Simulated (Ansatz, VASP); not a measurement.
This is a calculation of AlNi for VASP 6.6.1.

File INCAR:

```
SYSTEM = AlNi
PREC = Accurate ; ENCUT = 520
EDIFF = 1E-6 ; ISMEAR = -1
SIGMA = 0.05 ; LREAL = .FALSE.
LASPH = .TRUE. ; NELM = 150
ALGO = Normal ; ISIF = 2
LWAVE = .FALSE. ; LCHARG = .FALSE.
ISPIN = 2 ; MAGMOM = 1 0
LORBIT = 11 ; LMAXMIX = 4
GGA = CA ; NBANDS = 18
```

File KPOINTS:

```
regular mesh
0
G
  9 9 9
  0 0 0
```

The input POSCAR:

```
AlNi
1.0
    2.9375045414      0.0000000000      0.0000000000
    0.0000000000      2.9375045414      0.0000000000
    0.0000000000      0.0000000000      2.9375045414
Ni Al
1 1
Direct
    0.5000000000      0.5000000000      0.5000000000
    0.0000000000      0.0000000000      0.0000000000
```

Potentials or basis: VASP PAW LDA potentials, release 64 (Ni, Al).

Launch:

```sh
$ cat potpaw_LDA.64/Ni/POTCAR potpaw_LDA.64/Al/POTCAR > POTCAR
$ mpirun -np 1 vasp_std > vasp.out
```

Translate it to Ansatz 0.2.0. Potentials there: all-electron LAPW, scalar-relativistic.

As run (the cutoff follows the program's own potentials):

File input.yaml:

```yaml
crystal:
  lattice:
    - [2.9375045414, 0.0, 0.0]
    - [0.0, 2.9375045414, 0.0]
    - [0.0, 0.0, 2.9375045414]
  atoms:
    - { symbol: Ni, position: [0.5, 0.5, 0.5], spin: 1.0 }
    - { symbol: Al, position: [0.0, 0.0, 0.0] }
kpoints:
  mp_grid: { grid: [9, 9, 9] }
scf:
  occupations: { method: fermi_dirac, width: 0.05 }
hamiltonian:
  xc: lda
  pseudopotentials: { kind: all_electron, lapw: { basis_error: 0.001 } }
magnetization:
  spin_polarized: true
output:
  forces: true
  stress: true
  eigenvalues: true
```

Potentials or basis: all-electron LAPW, scalar-relativistic.

Launch:

```bash
$ ansatz run input.yaml --threads 2 --pin off --max-ram 6144MiB --backend cpu --events-out ev --progress --plain --runs-dir out
```

Both were run:

|  | VASP | Ansatz | Ansatz less VASP |
| --- | --- | --- | --- |
| gap on the k mesh at the Fermi level (eV) | none | none | - |
| pressure (GPa) | -15.8 | -16.2 | -0.32 |
| net moment per atom (μB) | 0.00 | 0.00 | 0.000 |

LDA's correlation is that of Perdew and Zunger in VASP and of Perdew and Wang (1992) in Ansatz. A gap of «none» marks a metal or a gap that the smearing closes. Ansatz ran all-electron here, and VASP with PAW potentials.
